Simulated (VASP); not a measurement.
A run of VASP 6.6.1 is set up as follows.

File POSCAR:

```
Rh
1.0
    2.8658617736      0.0000000000      0.0000000000
   -1.4329308868      2.4819090997      0.0000000000
    0.0000000000      0.0000000000      4.6095342543
Rh
2
Direct
    0.6666666667      0.3333333333      0.7500000000
    0.3333333333      0.6666666667      0.2500000000
```

The input INCAR.step1:

```
SYSTEM = Rh
  ALGO = Normal
  EDIFF = 1E-4
  ENCUT = 520
  GGA = PE
  ISMEAR = 0
  LASPH = .TRUE.
  LCHARG = .FALSE.
  LREAL = .FALSE.
  LWAVE = .TRUE.
  NBANDS = 22
  NELM = 100
  PREC = Accurate
  SIGMA = 0.1
```

Contents of INCAR.step2:

```
SYSTEM = Rh
  ALGO = Normal
  EDIFF = 1E-6
  ENCUT = 520
  ISIF = 2
  ISMEAR = 0
  ISTART = 1
  LASPH = .TRUE.
  LCHARG = .FALSE.
  LMIXTAU = .TRUE.
  LREAL = .FALSE.
  LWAVE = .FALSE.
  METAGGA = R2SCAN
  NBANDS = 22
  NELM = 100
  PREC = Accurate
  SIGMA = 0.1
```

Contents of KPOINTS:

```
k-points
0
G
  24 24 12
  0 0 0
```

Potentials or basis: VASP PAW PBE potentials, release 64 (Rh_pv).

Launch:

```bash
$ cat potpaw_PBE.64/Rh_pv/POTCAR > POTCAR
$ cp INCAR.step1 INCAR
$ mpirun -np 1 vasp_std > vasp.out
$ cp INCAR.step2 INCAR
$ mpirun -np 1 vasp_std > vasp.out
```

(1) What does it give for the pressure?

(2) Predict the band gap on the k mesh.

Answers

(1) -30.4 GPa.

(2) zero (band 15 reaches 9.34 eV, above the bottom of band 16 at 7.51 eV).

Caveat: the cell differs from its parent crystal (equal strain along all axes, cell held: +6.0 %); the PAW data sets were made with another functional, which shifts forces and pressure a little.
